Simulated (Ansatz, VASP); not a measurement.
# LiMg6Mo: VASP beside Ansatz

Contents of INCAR:

```
ALGO = Normal ; EDIFF = 1E-6
EDIFFG = -0.04 ; ENCUT = 600
GGA = PE ; IBRION = 2
ISIF = 3 ; ISMEAR = 0
LASPH = True ; LCHARG = False
LREAL = False ; LWAVE = False
NELM = 80 ; NSW = 90
PREC = Accurate ; SIGMA = 0.1
```

File KPOINTS:

```
k-points
0
Gamma
  3 3 3
```

File POSCAR:

```
LiMg6Mo
1.0
    4.0902296352      2.3614951810      2.6834285606
   -4.0902296352      2.3614951810      2.6834285606
    0.0000000000     -4.7229903618      2.6834285606
Li Mg Mo
1 6 1
Direct
    0.5000000000      0.5000000000      0.5000000000
    0.2650000000      0.2650000000      0.9260000000
    0.9260000000      0.2650000000      0.2650000000
    0.2650000000      0.9260000000      0.2650000000
    0.0740000000      0.7350000000      0.7350000000
    0.7350000000      0.7350000000      0.0740000000
    0.7350000000      0.0740000000      0.7350000000
    0.0000000000      0.0000000000      0.0000000000
```

Input for Ansatz:

```yaml
crystal:
  lattice:
    - [4.0902296352, 2.361495181, 2.6834285606]
    - [-4.0902296352, 2.361495181, 2.6834285606]
    - [0.0, -4.7229903618, 2.6834285606]
  atoms:
    - { symbol: Li, position: [0.5, 0.5, 0.5] }
    - { symbol: Mg, position: [0.265, 0.265, 0.926] }
    - { symbol: Mg, position: [0.926, 0.265, 0.265] }
    - { symbol: Mg, position: [0.265, 0.926, 0.265] }
    - { symbol: Mg, position: [0.074, 0.735, 0.735] }
    - { symbol: Mg, position: [0.735, 0.735, 0.074] }
    - { symbol: Mg, position: [0.735, 0.074, 0.735] }
    - { symbol: Mo, position: [0.0, 0.0, 0.0] }
basis:
  ecutwfc: 420
kpoints:
  mp_grid: { grid: [3, 3, 3] }
hamiltonian:
  xc: pbe
scf:
  occupations: { method: gaussian, width: 0.1 }
  lower_state_search: "off"
output:
  forces: true
  stress: true
  eigenvalues: true
relax:
  adjacent_minimum: "off"
  f_tol: 0.04
  max_steps: 70
  cell: { stress_tol: 0.4 }
```

Alike in both runs: task relaxation of cell and atoms; functional PBE; k mesh 3 × 3 × 3; occupations gaussian, width 0.1 eV; no spin polarisation.

```csv
,VASP,Ansatz
version,VASP 6.6.1,Ansatz 0.2.0
potentials or method,"VASP PAW PBE potentials, release 64 (Li_sv, Mg, Mo_sv), cutoff 600 eV","scalar-relativistic, plane waves, PAW"
valence electrons in the cell,29,77
```

Ansatz gave:

```
gap on the k mesh at the Fermi level, each at its own relaxed structure (eV)  : none
relaxed volume (Å³/atom)                                                      : 24.45
relaxed length of the cell vector where the two differ most in proportion (Å) : 5.814
```

Task: Which values does VASP return?

Result: gap on the k mesh at the Fermi level, each at its own relaxed structure (eV): none; relaxed volume (Å³/atom): 24.14; relaxed length of the cell vector where the two differ most in proportion (Å): 5.790.

A gap of «none» marks a metal or a gap that the smearing closes. VASP's potentials hold 29 valence electrons a cell and Ansatz's 77, so a difference there can come from the potentials and not from the codes.

The k mesh is coarse, so the values compare programs but aren't converged. Noted on VASP's run: the cutoff is under 1.25 times that of the potentials, so the pressure is a little rough; the volume moved by over 15 % at a fixed basis, so the end points are rough.
